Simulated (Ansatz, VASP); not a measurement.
# SiC in VASP and in Ansatz

```xyz
4
Lattice="3.0344 0.0000 0.0000 -1.5172 2.6279 0.0000 0.0000 0.0000 4.9798" Properties=species:S:1:pos:R:3 pbc="T T T"
Si    0.0000    1.7519    0.0000
Si    1.5172    0.8760    2.4899
C     0.0000    1.7519    1.9172
C     1.5172    0.8760    4.4071
```

Change from the starting cell: volume scaled by 0.96, crystal datasets.

Alike in both runs: task electric field gradients; functional PBEsol; k mesh 15 × 15 × 8; occupations fermi-dirac, width 0.08 eV; no spin polarisation.

|  | VASP | Ansatz |
| --- | --- | --- |
| version | VASP 6.6.1 | Ansatz 0.2.0 |
| potentials or method | VASP PAW PBE potentials, release 64 (Si, C), cutoff 520 eV | all-electron PAW with datasets made for the crystal, scalar-relativistic |

Ansatz gave:

```
pressure (GPa)                                                : 10.0
traceless stress, the component that is largest in VASP (GPa) : -4.41
rms of the force components (eV/Å)                            : 0.469
size of Vzz on the site where it differs most (V/Å²)          : 16.8
```

Task: Which values does VASP return?

Result: Pressure (GPa): 10.5; traceless stress, the component that is largest in VASP (GPa): -4.51; rms of the force components (eV/Å): 0.472; size of Vzz on the site where it differs most (V/Å²): 17.9.

VASP's potentials were made for PBE, not for PBEsol. Atom by atom the forces differ by 0.003 eV/Å (rms over components). Ansatz ran all-electron here, and VASP with PAW potentials.
